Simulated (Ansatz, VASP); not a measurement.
# One calculation of InSb3, two programs

```
Sb In
1.0
     4.80637    0.00000    0.00000
     0.00000    4.80637    0.00000
     0.00000    0.00000    4.80637
Sb In
3 1
Direct
  0.50000 0.50000 0.00000
  0.00000 0.50000 0.50000
  0.50000 0.00000 0.50000
  0.00000 0.00000 0.00000
```

Alike in both runs: task single point; functional PBE-based screened hybrid; k mesh 3 × 3 × 3; occupations fermi-dirac, width 0.05 eV; no spin polarisation.

|  | VASP | Ansatz |
| --- | --- | --- |
| version | VASP 6.6.1 | Ansatz 0.2.0 |
| potentials or method | VASP PAW PBE potentials, release 64 (Sb, In_d) | Ansatz PAW |
| plane-wave cutoff (eV) | 520 | 420 |
| valence electrons in the cell | 28 | 58 |

```csv
,VASP,Ansatz,Ansatz less VASP
gap on the k mesh at the Fermi level (eV),none,none,-
pressure (GPa),-2.0,-1.7,+0.38
```

VASP's potentials were made for PBE, not for PBE-based screened hybrid. A gap of «none» marks a metal or a gap that the smearing closes. VASP's potentials hold 28 valence electrons a cell and Ansatz's 58, so a difference there can come from the potentials and not from the codes.

The k mesh is coarse, so the values compare programs but aren't converged. Neither program's run includes spin-orbit coupling.
